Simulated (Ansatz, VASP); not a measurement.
# LaIn: VASP beside Ansatz

File INCAR:

```
  PREC = Accurate
  ENCUT = 520
  EDIFF = 1E-8
  ISMEAR = -1
  SIGMA = 0.05
  LREAL = False
  LASPH = True
  NELM = 100
  ALGO = Normal
  ISIF = 2
  LWAVE = False
  LCHARG = False
  GGA = CA
  LEFG = True
  NBANDS = 19
```

File KPOINTS:

```
regular mesh
0
Gamma
  9 9 9
```

Contents of POSCAR:

```
LaIn
1.0
    2.9133890200      0.0000000000      0.0000000000
    0.0000000000      2.9133890200      0.0000000000
    0.0000000000      0.0000000000      2.9133890200
La In
1 1
Direct
    0.5000000000      0.5000000000      0.5000000000
    0.0000000000      0.0000000000      0.0000000000
```

Input for Ansatz:

```yaml
crystal:
  lattice:
    - [2.91338902, 0.0, 0.0]
    - [0.0, 2.91338902, 0.0]
    - [0.0, 0.0, 2.91338902]
  atoms:
    - { symbol: La, position: [0.5, 0.5, 0.5] }
    - { symbol: In, position: [0.0, 0.0, 0.0] }
kpoints:
  mp_grid: { grid: [9, 9, 9] }
  band_path:
    path:
      - [0.0, 0.0, 0.0]
      - [0.0, 0.5, 0.0]
      - [0.5, 0.5, 0.0]
      - [0.0, 0.0, 0.0]
      - [0.5, 0.5, 0.5]
      - [0.0, 0.5, 0.0]
      - [0.5, 0.5, 0.5]
      - [0.5, 0.5, 0.0]
    npoints: 6
scf:
  occupations: { method: fermi_dirac, width: 0.05 }
hamiltonian:
  xc: lda
  pseudopotentials: { kind: paw }
output:
  forces: true
  stress: true
  eigenvalues: true
  efg: { contact_densities: true }
  populations: true
```

Change from the starting cell: volume scaled by 0.4, PAW files.

Alike in both runs: task electric field gradients; functional LDA; k mesh 9 × 9 × 9; occupations fermi-dirac, width 0.05 eV; no spin polarisation.

|  | VASP | Ansatz |
| --- | --- | --- |
| version | VASP 6.6.1 | Ansatz 0.2.0 |
| potentials or method | VASP PAW LDA potentials, release 64 (La, In_d) | PAW with Ansatz's default frozen-core files, scalar-relativistic |
| plane-wave cutoff (eV) | 520 | 420 |
| valence electrons in the cell | 24 | 24 |

|  | VASP | Ansatz | Ansatz less VASP |
| --- | --- | --- | --- |
| pressure (GPa) | 265.4 | 264.8 | -0.63 |

LDA's correlation is that of Perdew and Zunger in VASP and of Perdew and Wang (1992) in Ansatz. Both programs put the cell under a high pressure, so it lies far from rest at this level.

Spin-orbit coupling is off throughout. Noted on VASP's run: the cell as given lies far from equilibrium.
